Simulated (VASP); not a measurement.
Write the native input for VASP 6.6.1 that does the following.

```
Task                   : single point
Functional             : LDA
Potentials or basis    : VASP PAW LDA potentials, release 64 (Cd, F)
Cutoff                 : 520 eV
k mesh                 : 9 × 9 × 9
Occupations            : fermi-dirac, width 0.05 eV
Spin                   : no spin polarisation
Dipole correction      : no
Further INCAR settings : ALGO = Normal; EDIFF = 1e-07; NBANDS = 20
```

The structure of CdF2 lies in POSCAR:

```
CdF2
1.0
    0.0000000000      2.7468369436      2.7468369436
    2.7468369436      0.0000000000      2.7468369436
    2.7468369436      2.7468369436      0.0000000000
Cd F
1 2
Direct
    0.0000000000      0.0000000000      0.0000000000
    0.7500000000      0.7500000000      0.7500000000
    0.2500000000      0.2500000000      0.2500000000
```

One way to write it, as run:

INCAR

```
SYSTEM = CdF2
PREC = Accurate ; ENCUT = 520
EDIFF = 1E-7 ; ISMEAR = -1
SIGMA = 0.05 ; LREAL = .False.
LASPH = .True. ; NELM = 60
ALGO = Normal ; ISIF = 2
LWAVE = .False. ; LCHARG = .False.
GGA = CA ; NBANDS = 20
```

KPOINTS

```
regular mesh
0
Gamma
  9 9 9
  0 0 0
```

Potentials or basis: VASP PAW LDA potentials, release 64 (Cd, F).

Run with:

```bash
$ cat potpaw_LDA.64/Cd/POTCAR potpaw_LDA.64/F/POTCAR > POTCAR
$ mpirun -np 1 vasp_std > vasp.out
```

Results of the run:

| Quantity | Value |
| --- | --- |
| Pressure | -9.9 GPa |
| Band gap on the k mesh | 2.62 eV, indirect (least direct gap 3.15 eV) |

Wall time 16 s on 1 thread of Intel(R) Xeon(R) 6975P-C (Granite Rapids), on a shared host, peak memory 0.16 GiB.
